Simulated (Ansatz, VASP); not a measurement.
**W3C2 in VASP and in Ansatz**

```xyz
5
Lattice="2.3229 1.3411 3.6125 -2.3229 1.3411 3.6125 0.0000 -2.6823 3.6125" Properties=species:S:1:pos:R:3 pbc="T T T"
W     0.0000    0.0000    4.1127
W     0.0000    0.0000    6.7250
W     0.0000    0.0000    0.0000
C     0.0000    0.0000    8.7002
C     0.0000    0.0000    2.1374
```

Change from the starting cell: species swapped into the Li3Ga2 type (R-3m, No. 166).

Alike in both runs: functional PBE; k mesh 12 × 12 × 12; occupations gaussian, width 0.1 eV; no spin polarisation.

Ansatz relaxed the structure, and its values are those at the end. VASP's run is a single point on that final structure, the one shown.

```csv
,VASP,Ansatz
version,VASP 6.6.1,Ansatz 0.2.0
potentials or method,"VASP PAW PBE potentials, release 64 (W_sv, C), cutoff 520 eV","scalar-relativistic, plane waves, PAW"
valence electrons in the cell,50,50
```

VASP gave:

| Quantity | Value |
| --- | --- |
| gap on the k mesh at the Fermi level (eV) | none |
| pressure (GPa) | 0.5 |
| rms of the force components (eV/Å) | 0.009 |

Problem. What did Ansatz give for the same quantities?

Solution. gap on the k mesh at the Fermi level (eV): none; pressure (GPa): 0.0; rms of the force components (eV/Å): 0.001.

A gap of «none» marks a metal or a gap that the smearing closes. The functional is the same, so the differences come from potentials, cutoffs and numerics.

Spin-orbit coupling is off throughout.
